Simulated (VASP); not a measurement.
Set up this calculation in VASP 6.6.1, as the native input.

| Item | Value |
| --- | --- |
| Task | single point |
| Functional | PBEsol |
| Potentials or basis | VASP PAW PBE potentials, release 64 (Ti_sv, Si) |
| Cutoff | 520 eV |
| k mesh | 2 × 2 × 2, shifted |
| Occupations | fermi-dirac, width 0.05 eV |
| Spin | no spin polarisation |
| Dipole correction | no |
| Further INCAR settings | LREAL = Auto; ALGO = Normal; EDIFF = 1e-07; NBANDS = 144 |

The structure of TiSi2 lies in POSCAR:

```
TiSi2
1.0
   -3.5170495929      0.0000000000     -7.1112303616
    5.2755743893      6.6741239618      0.0000000000
    5.2755743893     -6.6741239618      0.0000000000
Ti Si
12 24
Direct
    0.1176423709      0.8263372311      0.6123233758
    0.6098931942      0.6638417693      0.4469475359
    0.1113894445      0.1399544295      0.9734356522
    0.6101125655      0.9801417979      0.7695892208
    0.1156143112      0.4838392528      0.2854592096
    0.6088420400      0.3178110810      0.1157727300
    0.3592143511      0.6939128392      0.9096298394
    0.8645172055      0.5429619516      0.7248385555
    0.3616541540      0.0406076491      0.2257907544
    0.8662814572      0.8714225252      0.0682038511
    0.3617750894      0.3724024144      0.5738177623
    0.8750533570      0.2160161911      0.4129994967
    0.1125030352      0.1661295032      0.2766163633
    0.6212788470      0.9987996527      0.1118859492
    0.1215310088      0.4967742250      0.6162845914
    0.6137074427      0.3229365511      0.4300139749
    0.1081165932      0.8237943727      0.9433486400
    0.6068810572      0.6755373524      0.7801581242
    0.3597162333      0.3730473399      0.2510689343
    0.8670994591      0.1948645123      0.0664884131
    0.3512627032      0.7020944730      0.5677337681
    0.8743759777      0.5416496035      0.4044702515
    0.3737308264      0.0381659296      0.9145871699
    0.8678225407      0.8777278977      0.7370655418
    0.1185929800      0.4695684677      0.9782335778
    0.5967545395      0.3065852882      0.7889891240
    0.1060194877      0.7944394890      0.2871964382
    0.6158037045      0.6366354064      0.1315590819
    0.1239131564      0.1481323828      0.6460061141
    0.6264069329      0.9936921497      0.4631020648
    0.3544632745      0.0467540701      0.5328292492
    0.8770953383      0.9097205826      0.3801057567
    0.3699521554      0.4015301826      0.9003474085
    0.8658276679      0.2345100306      0.7234089511
    0.3954492903      0.7401584920      0.2350520512
    0.8678733055      0.5659608949      0.0546927466
```

This cell differs from its parent crystal: dynamics (nvt langevin) at 450 K, volume x 1.0, from the last frame before.

One way to write it, as run:

INCAR

```
SYSTEM = TiSi2
  PREC = Accurate
  ENCUT = 520
  EDIFF = 1E-7
  ISMEAR = -1
  SIGMA = 0.05
  LREAL = Auto
  LASPH = .TRUE.
  NELM = 100
  ALGO = Normal
  ISIF = 2
  LWAVE = .FALSE.
  LCHARG = .FALSE.
  GGA = PS
  NBANDS = 144
```

KPOINTS

```
Automatic mesh
0
Gamma
  2 2 2
  0.5 0.5 0.5
```

Potentials or basis: VASP PAW PBE potentials, release 64 (Ti_sv, Si).

Launch:

```bash
$ cat potpaw_PBE.64/Ti_sv/POTCAR potpaw_PBE.64/Si/POTCAR > POTCAR
$ mpirun -np 1 vasp_std > vasp.out
```

It gave:

```yaml
Pressure: 1.3 GPa
Largest_force: 3.608 eV/Å
Band_gap_on_the_k_mesh: zero (bands 120 and 121 overlap by 0.14 eV)
```

Caveat: the k points lie up to 0.44 Å⁻¹ apart; the atoms stand as in a frame of molecular dynamics; the PAW data sets were made with another functional, which shifts forces and pressure a little.

Wall time 6.8 min on 1 thread of Intel(R) Xeon(R) 6975P-C (Granite Rapids), on a shared host, peak memory 0.61 GiB.
